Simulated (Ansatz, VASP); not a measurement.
# CO: VASP beside Ansatz

POSCAR

```
CO
1.0
    5.6300000000      0.0000000000      0.0000000000
    0.0000000000      5.6300000000      0.0000000000
    0.0000000000      0.0000000000      5.6300000000
C O
4 4
Direct
    0.9580000000      0.9580000000      0.9580000000
    0.5420000000      0.0420000000      0.4580000000
    0.4580000000      0.5420000000      0.0420000000
    0.0420000000      0.4580000000      0.5420000000
    0.0670000000      0.0670000000      0.0670000000
    0.4330000000      0.9330000000      0.5670000000
    0.5670000000      0.4330000000      0.9330000000
    0.9330000000      0.5670000000      0.4330000000
```

The input INCAR.step1:

```
SYSTEM = CO
PREC     = Accurate       ! precision mode
ENCUT    = 910            ! plane-wave cutoff, eV
ISMEAR   = 0              ! smearing method
SIGMA    = 0.1            ! smearing width, eV
LREAL    = .False.        ! projectors in reciprocal space
LASPH    = .True.         ! aspherical terms in the spheres
NELM     = 120            ! most SCF steps
NBANDS   = 30             ! bands
GGA      = PE             ! functional
ALGO     = Normal         ! electronic algorithm
EDIFF    = 1E-5           ! SCF threshold, eV
LWAVE    = .True.         ! write WAVECAR
LCHARG   = .False.        ! write CHGCAR
GGA_COMPAT= .False.
```

The input INCAR.step2:

```
SYSTEM = CO
PREC     = Accurate       ! precision mode
ENCUT    = 910            ! plane-wave cutoff, eV
EDIFF    = 1E-6           ! SCF threshold, eV
ISMEAR   = 0              ! smearing method
SIGMA    = 0.1            ! smearing width, eV
LREAL    = .False.        ! projectors in reciprocal space
LASPH    = .True.         ! aspherical terms in the spheres
NELM     = 120            ! most SCF steps
ALGO     = Normal         ! electronic algorithm
ISIF     = 2              ! what is computed and relaxed
LWAVE    = .False.        ! write WAVECAR
LCHARG   = .False.        ! write CHGCAR
METAGGA  = R2SCAN         ! meta-GGA
LMIXTAU  = .True.       
NBANDS   = 30             ! bands
ISTART   = 1            
GGA_COMPAT= .False.
```

File KPOINTS:

```
Automatic mesh
0
Gamma
  4 4 4
  0 0 0
```

Input for Ansatz:

```yaml
crystal:
  lattice:
    - [5.63, 0.0, 0.0]
    - [0.0, 5.63, 0.0]
    - [0.0, 0.0, 5.63]
  atoms:
    - { symbol: C, position: [0.958, 0.958, 0.958] }
    - { symbol: C, position: [0.542, 0.042, 0.458] }
    - { symbol: C, position: [0.458, 0.542, 0.042] }
    - { symbol: C, position: [0.042, 0.458, 0.542] }
    - { symbol: O, position: [0.067, 0.067, 0.067] }
    - { symbol: O, position: [0.433, 0.933, 0.567] }
    - { symbol: O, position: [0.567, 0.433, 0.933] }
    - { symbol: O, position: [0.933, 0.567, 0.433] }
basis:
  ecutwfc: 500
kpoints:
  mp_grid: { grid: [4, 4, 4] }
hamiltonian:
  xc: r2scan
scf:
  occupations: { method: gaussian, width: 0.1 }
  lower_state_search: "off"
output:
  forces: true
  stress: true
  eigenvalues: true
```

Alike in both runs: task single point; functional r2SCAN; k mesh 4 × 4 × 4; occupations gaussian, width 0.1 eV; no spin polarisation.

```csv
,VASP,Ansatz
version,VASP 6.6.1,Ansatz 0.2.0
potentials or method,"VASP PAW PBE potentials, release 64 (C_h, O_h), cutoff 910 eV","scalar-relativistic, plane waves, PAW"
valence electrons in the cell,40,40
```

```tsv
	VASP	Ansatz	Ansatz less VASP
gap on the k mesh at the Fermi level (eV)	7.12	7.10	-0.019
least direct gap on the mesh (eV)	7.12	7.10	-0.019
rms of the force components (eV/Å)	5.532	5.572	+0.0400
```

VASP's potentials were made for PBE, not for r2SCAN. Atom by atom the forces differ by 0.040 eV/Å (rms over components).

Noted on VASP's run: the cutoff is short for stress, so the pressure is rough.
